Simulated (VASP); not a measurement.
Runs of VASP 6.6.1 on Zn. The structure is that of space group Fd-3m (No. 227), or close to it. The cells are those of the table. This isn't the form of Zn at room conditions, which is hcp.

```csv
task,cell,gap on the mesh (eV),pressure (GPa)
single point,"a = 4.113 Å, angles 60.0°, 2 atoms",none,0.1
single point,"a = 3.694 Å, angles 60.0°, 2 atoms",none,(a)
relaxation of cell and atoms,"relaxed to 60 GPa from a = 3.833 Å, angles 60.0°, 2 atoms",none,60.0
relaxation of cell and atoms,"relaxed from a = 3.833 Å, angles 60.0°, 2 atoms",none,0.0
single point,"a = 3.527 Å, angles 60.0°, 2 atoms",none,41.0
```

Alike in all rows: level PBE; potentials or basis VASP PAW PBE potentials, release 64 (Zn); no spin polarisation; k mesh 13 × 13 × 13; cutoff (eV) 500; smearing methfessel-paxton 0.1 eV.

Fill in the values left out.

(a) 20.5.

Caveats: the cell stands under pressure (at least some runs); the cell is relaxed towards a set pressure, so the run minimises the enthalpy, not the energy (at least some runs).

A gap of «none» marks levels without a gap at the run's occupations.
